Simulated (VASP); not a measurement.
GaN:

```
Ga N
1.0
     0.00000    2.15742    2.15742
     2.15742    0.00000    2.15742
     2.15742    2.15742    0.00000
Ga N
1 1
Cartesian
  0.0000 0.0000 0.0000
  1.0787 1.0787 1.0787
```

This cell differs from its parent crystal: strain -4.1%.

Base run:

```yaml
Program: VASP 6.6.1
Functional: r2SCAN
Potentials_or_basis: VASP PAW PBE potentials, release 64 (Ga_d, N)
Cutoff: 520 eV
k_mesh: 10 × 10 × 10
Occupations: gaussian, width 0.01 eV
Spin: no spin polarisation
```

Its results: band gap on the k mesh 2.99 eV; pressure 33.8 GPa.

**Question.** The run is repeated on the same cell with these changes: functional from r2SCAN to HSE06; k mesh from 10 × 10 × 10 to 6 × 6 × 6. What comes out?

**Answer.** Band gap on the k mesh 3.95 eV; pressure 31.8 GPa.

Several settings changed at once.

Caveats: some runs use coarse meshes; the PAW data sets were made with another functional, which shifts forces and pressure a little; the cell stands under pressure (at least some runs).

